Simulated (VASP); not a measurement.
# CuO (C2/c) in VASP: further runs

CuO is run at these levels: PBE-based screened hybrid with 35 % exact exchange, PBE-based screened hybrid with 50 % exact exchange, LDA; tasks: single point.

Everything below comes from runs of VASP 6.6.1. Logs are shortened: lines on timing, memory, paths and dates and some standing lists are left out, and cuts for length are marked.

### 1 The cell of the first run

The structure is monoclinic, space group C2/c (No. 15). Conventional cell: a = 4.684 Å, b = 3.423 Å, c = 5.129 Å, α = 90.00°, β = 99.54°, γ = 90.00°. Within 2.6 Å of Cu (site symmetry -1) lie 4 O at 1.95 to 1.96 Å. Within 3.0 Å of O (site symmetry 2) lie 6 Cu at 1.95 to 2.78 Å and 6 O at 2.62 to 2.90 Å.

### 2 Single point, PBE-based screened hybrid with 35 % exact exchange

The input, POSCAR:

```
CuO
1.0
    2.3418500000     -1.7113000000      0.0000000000
    2.3418500000      1.7113000000      0.0000000000
   -0.8500274268      0.0000000000      5.0578693947
Cu O
2 2
Direct
    0.5000000000      0.0000000000      0.5000000000
    0.0000000000      0.5000000000      0.0000000000
    0.4184000000      0.5816000000      0.7500000000
    0.5816000000      0.4184000000      0.2500000000
```

The input, INCAR.step1:

```
SYSTEM = CuO
PREC = Accurate ; ENCUT = 520
EDIFF = 1E-5 ; ISMEAR = -1
SIGMA = 0.05 ; LREAL = .False.
LASPH = .True. ; NELM = 100
ALGO = Normal ; ISIF = 2
LWAVE = .True. ; LCHARG = .False.
GGA = PE ; NBANDS = 25
LUSENCCL = .False.
```

The input, INCAR.step2:

```
SYSTEM = CuO
PREC = Accurate ; ENCUT = 520
EDIFF = 1E-6 ; ISMEAR = -1
SIGMA = 0.05 ; LREAL = .False.
LASPH = .True. ; NELM = 100
ALGO = Normal ; ISIF = 2
LWAVE = .False. ; LCHARG = .False.
GGA = PE ; LHFCALC = .True.
AEXX = 0.35 ; HFSCREEN = 0.2078699
PRECFOCK = Normal ; ISTART = 1
NBANDS = 25 ; LUSENCCL = .False.
```

The input, KPOINTS:

```
regular mesh
0
Gamma
  6 6 3
  0 0 0
```

Potentials or basis: VASP PAW PBE potentials, release 64 (Cu, O).

The run is started by

```
$ cat potpaw_PBE.64/Cu/POTCAR potpaw_PBE.64/O/POTCAR > POTCAR
$ cp INCAR.step1 INCAR
$ mpirun -np 1 vasp_std > vasp.out
$ cp INCAR.step2 INCAR
$ mpirun -np 1 vasp_std > vasp.out
```

OUTCAR:

```text
SYSTEM = CuO
   PREC = Accurate
   ENCUT = 520
   EDIFF = 1E-6
   ISMEAR = -1
   LREAL = .False.
   LASPH = .True.
   NELM = 100
   ISIF = 2
   GGA = PE
   LHFCALC = .True.
   AEXX = 0.35
   HFSCREEN = 0.2078699
   PRECFOCK = Normal
   ISTART = 1

 ion  position               nearest neighbor table
   1  0.500  0.000  0.500-   3 1.95   4 1.95   4 1.96   3 1.96
   2  0.000  0.500  0.000-   4 1.95   3 1.95   4 1.96   3 1.96
   3  0.418  0.582  0.750-   2 1.95   1 1.95   2 1.96   1 1.96
   4  0.582  0.418  0.250-   1 1.95   2 1.95   2 1.96   1 1.96

  LATTYP: Found a base centered monoclinic cell.
 ALAT       =     4.6837000000
 B/A-ratio  =     0.7307470589
 C/A-ratio  =     1.0950317057
 COS(beta)  =    -0.1657361228

  Lattice vectors:

 A1 = (   2.3418500000,  -1.7113000000,   0.0000000000)
 A2 = (   2.3418500000,   1.7113000000,   0.0000000000)
 A3 = (  -0.8500274268,   0.0000000000,   5.0578693947)

Analysis of symmetry for initial positions (statically):
=====================================================================
 Subroutine PRICEL returns:
 Original cell was already a primitive cell.

 Routine SETGRP: Setting up the symmetry group for a
 base centered monoclinic supercell.

 Subroutine GETGRP returns: Found  4 space group operations
 (whereof  2 operations were pure point group operations)
 out of a pool of  4 trial point group operations.

The static configuration has the point symmetry S_2 .
 The point group associated with its full space group is C_2h.

Analysis of symmetry for dynamics (positions and initial velocities):
=====================================================================
 Subroutine PRICEL returns:
 Original cell was already a primitive cell.

 Routine SETGRP: Setting up the symmetry group for a
 base centered monoclinic supercell.

 Subroutine GETGRP returns: Found  4 space group operations
 (whereof  2 operations were pure point group operations)
 out of a pool of  4 trial point group operations.

The dynamic configuration has the point symmetry S_2 .
 The point group associated with its full space group is C_2h.

 Subroutine INISYM returns: Found  4 space group operations
 (whereof  2 operations are pure point group operations),
 and found     1 'primitive' translations

----------------------------------------------------------------------------------------

                                     Primitive cell

  volume of cell :      40.5399

  direct lattice vectors                    reciprocal lattice vectors
     2.341850000 -1.711300000  0.000000000     0.213506416 -0.292175539  0.035881968
     2.341850000  1.711300000  0.000000000     0.213506416  0.292175539  0.035881968
    -0.850027427  0.000000000  5.057869395    -0.000000000  0.000000000  0.197711709

  length of vectors
     2.900484289  2.900484289  5.128800000     0.363646877  0.363646877  0.197711709

  position of ions in fractional coordinates (direct lattice)
     0.500000000  0.000000000  0.500000000
     0.000000000  0.500000000  0.000000000
     0.418400000  0.581600000  0.750000000
     0.581600000  0.418400000  0.250000000

  ion indices of the primitive-cell ions
   primitive index   ion index
                 1           1
                 2           2
                 3           3
                 4           4

----------------------------------------------------------------------------------------

 KPOINTS: regular mesh

Automatic generation of k-mesh.
 Grid dimensions read from file:
 generate k-points for:    6    6    3

 Generating k-lattice:

  Cartesian coordinates                     Fractional coordinates (reciprocal lattice)
     0.035584403 -0.048695923  0.005980328     0.166666667  0.000000000  0.000000000
     0.035584403  0.048695923  0.005980328     0.000000000  0.166666667  0.000000000
    -0.000000000  0.000000000  0.065903903     0.000000000  0.000000000  0.333333333

  Length of vectors
     0.060607813  0.060607813  0.065903903

  Shift w.r.t. Gamma in fractional coordinates (k-lattice)
     0.000000000  0.000000000  0.000000000

 Subroutine IBZKPT returns following result:
 ===========================================

 Found     34 irreducible k-points:

 Following reciprocal coordinates:
            Coordinates               Weight
  0.000000  0.000000  0.000000      1.000000
  0.166667  0.000000  0.000000      4.000000
  0.333333  0.000000  0.000000      4.000000
  0.500000  0.000000  0.000000      2.000000
  0.166667  0.166667  0.000000      2.000000
  0.333333  0.166667  0.000000      4.000000
[... 16 lines left out ...]
 -0.333333  0.166667  0.333333      4.000000
 -0.166667  0.166667  0.333333      4.000000
 [... further k-points ...]
   k-points           NKPTS =     34   k-points in BZ     NKDIM =    108   number of bands    NBANDS=     25
   number of dos      NEDOS =    301   number of ions     NIONS =      4
   total plane-waves  NPLWV =  23040
   dimension x,y,z NGX =    24 NGY =   24 NGZ =   40
   dimension x,y,z NGXF=    48 NGYF=   48 NGZF=   80
   ions per type =               2   2
   NGX,Y,Z   is equivalent  to a cutoff of  13.76, 13.76, 12.97 a.u.
   NGXF,Y,Z  is equivalent  to a cutoff of  27.51, 27.51, 25.93 a.u.
 SYSTEM =  CuO
   PREC   = accura    normal or accurate (medium, high low for compatibility)
   ISTART =      1    job   : 0-new  1-cont  2-samecut
   ICHARG =      0    charge: 1-file 2-atom 10-const
   ISPIN  =      1    spin polarized calculation?
   LNONCOLLINEAR =      F non collinear calculations
   LSORBIT =      F    spin-orbit coupling
   LASPH  =      T    aspherical Exc in radial PAW
   ENCUT  =  520.0 eV  38.22 Ry    6.18 a.u.   5.39  5.39  9.54*2*pi/ulx,y,z
   NELM   =    100;   NELMIN=  2; NELMDL=  0     # of ELM steps
   EDIFF  = 0.1E-05   stopping-criterion for ELM
   LREAL  =      F    real-space projection
   EDIFFG = 0.1E-04   stopping-criterion for IOM
   NSW    =      0    number of steps for IOM
   IBRION =     -1    ionic relax: 0-MD 1-quasi-New 2-CG
   NFREE  =      0    steps in history (QN), initial steepest desc. (CG)
   ISIF   =      2    stress and relaxation
   ISYM   =      3    0-nonsym 1-usesym 2-fastsym
   POTIM  = 0.5000    time-step for ionic-motion
   TEBEG  =    0.0;   TEEND  =   0.0 temperature during run
   PSTRESS=    0.0 pullay stress
   NELECT =      34.0000    total number of electrons
   NUPDOWN=      -1.0000    fix difference up-down
   EMIN   =  10.00;   EMAX   =-10.00  energy-range for DOS
   EFERMI =   0.00;   METHOD = LEGACY
   ISMEAR =    -1;   SIGMA  =   0.05  broadening in eV -4-tet -1-fermi 0-gaus
   EFERMI_NEDOS =   21; number of points for ismear=-14 and -15
   IALGO  =     38    algorithm
   IMIX   =      1    mixing-type and parameters
     AMIX     =   0.40;   BMIX     =  1.00
     AMIX_MAG =   1.60;   BMIX_MAG =  1.00
  volume/ion in A,a.u.               =      10.13        68.39
  Fermi-wavevector in a.u.,A,eV,Ry     =   1.543856  2.917465 32.429379  2.383492
  Thomas-Fermi vector in A             =   2.649460
   LORBIT       =      0    0 simple, 1 ext, 2 COOP (PROOUT), +10 PAW based schemes
   GGA     = PE    functional components
   LHFCALC =     T    Hartree Fock is set to
   PRECFOCK=normal    Normal, Fast or Accurate (Low or Medium for compatibility)
   ENCUT4O =  -1.0   cutoff for four orbital integrals eV
   NKREDX  =     1    reduce k-point grid by
   NKREDY  =     1    reduce k-point grid by
   NKREDZ  =     1    reduce k-point grid by
   AEXX    =    0.3500 exact exchange contribution
   HFSCREEN=    0.2079 screening length (either q_TF or 0.3 A-1)
   HFSCREENC=   0.2079 screening length for correlation (either q_TF or 0.3 A-1)
   ENCUTFOCK=  -1.0 apply spherical cutoff to Coloumb kernel
   IVDW    =     0    specifies the selected vdW correction
   LEPSILON=     F    determine dielectric tensor
   LRPA    =     F    only Hartree local field effects (RPA)
 non-spin polarized calculation
  energy-cutoff  :      520.00
  volume of cell :       40.54
 maximum number of plane-waves:      1129
 NGX is ok and might be reduce to    24
  NGX = 18; NGY = 18; NGZ = 30

 number of electron      34.0000001 magnetization

 Free energy of the ion-electron system (eV)
  ---------------------------------------------------
  ext. energy  EPLUGINS =         0.00000000
  ---------------------------------------------------
  free energy    TOTEN  =       -24.32369404 eV

  energy without entropy =      -24.31391089  energy(sigma->0) =      -24.31880247

 E-fermi :   5.1738     XC(G=0):  -8.8324

 val. band max:        5.1612020607   @ k =   0.5000   0.0000   0.0000
 cond. band min:       5.2319651096   @ k =  -0.3333   0.1667   0.3333
 fundamental gap:      0.0707630488
 Fermi energy:         5.1737514899

 k-point     1 :       0.0000    0.0000    0.0000
  band No.  band energies     occupation
      1     -18.1031      2.00000
      2     -16.6940      2.00000
      3      -4.7402      2.00000
      4      -1.9793      2.00000
      5      -1.7369      2.00000
      6      -0.5349      2.00000
[... 17 lines left out ...]
     24      23.2735      0.00000
     25      23.4635      0.00000

 k-point     2 :       0.1667    0.0000    0.0000
  band No.  band energies     occupation
      1     -17.9124      2.00000
      2     -16.6352      2.00000
      3      -4.4311      2.00000
      4      -2.0452      2.00000
      5      -1.7510      2.00000
      6      -1.2231      2.00000
[... 17 lines left out ...]
     24      22.3640      0.00000
     25      23.7203      0.00000

 k-point     3 :       0.3333    0.0000    0.0000
  band No.  band energies     occupation
      1     -17.4995      2.00000
      2     -16.5154      2.00000
      3      -3.8070      2.00000
      4      -2.9132      2.00000
      5      -2.2460      2.00000
      6      -1.5627      2.00000
[... 17 lines left out ...]
     24      20.6677      0.00000
     25      22.9929      0.00000

 k-point     4 :       0.5000    0.0000    0.0000
  band No.  band energies     occupation
      1     -17.2732      2.00000
      2     -16.4553      2.00000
      3      -3.6406      2.00000
      4      -3.5018      2.00000
      5      -2.3204      2.00000
      6      -1.4640      2.00000
[... 17 lines left out ...]
     24      19.9977      0.00000
     25      22.6009      0.00000

 k-point     5 :       0.1667    0.1667    0.0000
  band No.  band energies     occupation
      1     -17.7964      2.00000
      2     -16.6167      2.00000
      3      -4.2005      2.00000
      4      -1.9114      2.00000
      5      -1.7278      2.00000
      6      -1.0704      2.00000
[... 17 lines left out ...]
     24      22.3987      0.00000
     25      23.1942      0.00000

 k-point     6 :       0.3333    0.1667    0.0000
  band No.  band energies     occupation
      1     -17.4231      2.00000
      2     -16.5172      2.00000
      3      -3.5812      2.00000
      4      -2.7333      2.00000
      5      -1.9344      2.00000
      6      -1.6005      2.00000
[... 17 lines left out ...]
     24      21.1730      0.00000
     25      22.6828      0.00000
[... 393 lines left out ...]
 k-point    21 :       0.3333    0.1667    0.3333
  band No.  band energies     occupation
      1     -17.1691      2.00000
      2     -16.8126      2.00000
      3      -3.3055      2.00000
      4      -2.7039      2.00000
      5      -2.0542      2.00000
      6      -1.7344      2.00000
[... 17 lines left out ...]
     24      21.1255      0.00000
     25      22.0699      0.00000

 k-point    22 :       0.5000    0.1667    0.3333
  band No.  band energies     occupation
      1     -16.9792      2.00000
      2     -16.6321      2.00000
      3      -3.5868      2.00000
      4      -2.6872      2.00000
      5      -2.3207      2.00000
      6      -2.1145      2.00000
[... 17 lines left out ...]
     24      20.6168      0.00000
     25      21.7867      0.00000

 k-point    23 :      -0.3333    0.1667    0.3333
  band No.  band energies     occupation
      1     -17.1008      2.00000
      2     -16.6779      2.00000
      3      -3.2286      2.00000
      4      -2.7002      2.00000
      5      -2.2639      2.00000
      6      -2.0366      2.00000
[... 17 lines left out ...]
     24      20.7988      0.00000
     25      21.7855      0.00000

 k-point    24 :      -0.1667    0.1667    0.3333
  band No.  band energies     occupation
      1     -17.4238      2.00000
      2     -16.8671      2.00000
      3      -3.3584      2.00000
      4      -2.3422      2.00000
      5      -1.9591      2.00000
      6      -1.7619      2.00000
[... 17 lines left out ...]
     24      20.9579      0.00000
     25      22.0606      0.00000

 [... further k-points ...]

------------------------ aborting loop because EDIFF is reached ----------------------------------------

  FORCE on cell =-STRESS in cart. coord.  units (eV):
  Direction    XX          YY          ZZ          XY          YZ          ZX
  --------------------------------------------------------------------------------------
  -------------------------------------------------------------------------------------
  Total       -0.1639855     -0.0618405     -0.7582791      0.0000000      0.0000000     -0.1488978
  in kB       -6.4808697     -2.4439965    -29.9679365      0.0000000      0.0000000     -5.8845886
  external PRESSURE =     -12.9642676 kB  Pullay stress =       0.0000000 kB

 VOLUME and BASIS-vectors are now :
 -----------------------------------------------------------------------------
  energy-cutoff  :      520.00
  volume of cell :       40.54
      direct lattice vectors                 reciprocal lattice vectors
     2.341850000 -1.711300000  0.000000000     0.213506416 -0.292175539  0.035881968
     2.341850000  1.711300000  0.000000000     0.213506416  0.292175539  0.035881968
    -0.850027427  0.000000000  5.057869395    -0.000000000  0.000000000  0.197711709

 POSITION                                       TOTAL-FORCE (eV/Angst)
 -----------------------------------------------------------------------------------
      0.74591     -0.85565      2.52893         0.000000      0.000000      0.000000
      1.17092      0.85565      0.00000         0.000000      0.000000      0.000000
      1.70433      0.27928      3.79340         0.000000     -0.221700      0.000000
      2.12934     -0.27928      1.26447         0.000000      0.221700     -0.000000
 -----------------------------------------------------------------------------------
    total drift:                               -0.000003     -0.000006     -0.000000

  FREE ENERGIE OF THE ION-ELECTRON SYSTEM (eV)
  ---------------------------------------------------
  free  energy   TOTEN  =       -24.3236940445 eV

  energy  without entropy=      -24.3139108922  energy(sigma->0) =      -24.31880247
```

Wall time 12 min (1 × NVIDIA H100 80GB with 1 thread of AMD EPYC 7R13 (Zen 3), shared host); peak memory 1.2 GiB.

What came out:

| Quantity | Value |
| --- | --- |
| Free energy | -24.3237 eV |
| Pressure | -1.3 GPa |
| Largest force | 0.222 eV/Å |
| Band gap on the k mesh | zero (bands 17 and 18 overlap by 0.67 eV) |

Forces on the atoms (eV/Å):
```
Cu   0.000  0.000  0.000
Cu   0.000  0.000  0.000
O    0.000 -0.222  0.000
O    0.000  0.222  0.000
```

Stress tensor (GPa, compression positive):
```
-0.65  0.00 -0.59
 0.00 -0.24  0.00
-0.59  0.00 -3.00
```

Levels at points of the mesh, in eV from the Fermi level:
| k point | band 14 | band 15 | band 16 | band 17 | band 18 | band 19 | band 20 | band 21 |
| --- | --- | --- | --- | --- | --- | --- | --- | --- |
| (0.00, 0.00, 0.00) | -4.09 | -3.91 | -3.56 | -0.09 | 1.38 | 2.84 | 7.36 | 10.18 |
| (0.50, 0.00, 0.00) | -3.70 | -3.43 | -3.08 | -0.01 | 0.48 | 6.26 | 7.90 | 8.79 |
| (0.50, 0.50, 0.00) | -4.42 | -3.26 | -2.91 | -1.73 | 1.59 | 4.51 | 8.82 | 10.21 |

Caveat: the k points lie up to 0.41 Å⁻¹ apart, too coarse for converged energies and pressures of a metal; the PAW data sets were made with another functional, which shifts forces and pressure a little.

(Part 1 of 2 ends here.)
